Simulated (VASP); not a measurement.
A run of VASP 6.6.1:

The input INCAR:

```
PREC = Accurate
ENCUT = 520
EDIFF = 1E-7
ISMEAR = 0
SIGMA = 0.02
LREAL = Auto
LASPH = True
NELM = 60
ALGO = Normal
ISIF = 2
LWAVE = False
LCHARG = False
GGA = PS
NBANDS = 89
```

Contents of KPOINTS:

```
Automatic mesh
0
Gamma
  2 2 2
  0.5 0.5 0.5
```

File POSCAR:

```
Si32O
1.0
   -5.4338342764      5.4338342764     -5.4338342764
    5.4338342764     -5.4338342764     -5.4338342764
   -5.4338342764     -5.4338342764      5.4338342764
Si O
32 1
Direct
    0.4993411396     -0.0019954602      0.2643034231
    0.2542253646      0.9986778624      0.5071024179
    1.0070677024      0.9979663943      0.7556391659
    0.7585916850      0.7552714697      0.2441794196
    0.7558188732      1.0145924074      1.0454714316
    0.5077419295      0.7462026432      0.5011913985
    0.2593705344      0.7483741302      0.7523314647
    0.0068094642      0.4950144526      0.2511261718
    1.0090544211      0.7471205954      1.0022970380
    0.7586833330      0.5102940868      0.4931313440
    0.5072178060      0.4961986073      0.7516715255
    0.2586146225      0.2476024169      0.2516474428
    0.2603515176      0.5010982782      0.0073478501
    1.0153927631      0.2547359617      0.5180408266
    0.7586290436      0.2656320430      0.7293025143
    0.5100786772      0.2465732173      0.0025990855
    0.7584441833      0.2607178335      0.4838359741
    0.5106274610      0.2468826673      0.7512386820
    0.2598764387      0.2492585219      0.0018649814
    0.0047587024     -0.0025182034      0.5056516928
    0.0205956778      0.2571026146      0.2750765710
    0.7557599829      0.0151043436      0.7205562041
    0.4939760514     -0.0042962297      0.0168190628
    0.2577331087      0.7477950731      0.5006349774
    0.2505027630     -0.0019919636      0.2581989860
    0.0092603119      0.7478732868      0.7522127640
    0.7581711717      0.7532327620     -0.0073910057
    0.5081939124      0.4970136855      0.5018900764
    0.5099793919      0.7490665510      0.2545384952
    0.2636273812      0.5037674800      0.7618981900
    0.0059913494      0.4947893814     -0.0007976872
    0.7583427816      0.5057624801      0.2440148949
   -0.2552701149      0.0808606736     -0.0988456719
```

Potentials or basis: VASP PAW PBE potentials, release 64 (Si, O).

Launch:

```console
$ cat potpaw_PBE.64/Si/POTCAR potpaw_PBE.64/O/POTCAR > POTCAR
$ mpirun -np 1 vasp_std > vasp.out
```

Hardware: 1 thread of AMD EPYC 9R45 96-Core Processor (Zen 5) (shared host).

Task: How long does it take, and how much memory?

Result: It took 6.5 min on 1 thread of AMD EPYC 9R45 96-Core Processor (Zen 5), with other jobs on the host, peak memory 0.68 GiB. Counts: scf iterations 20, k points 4.
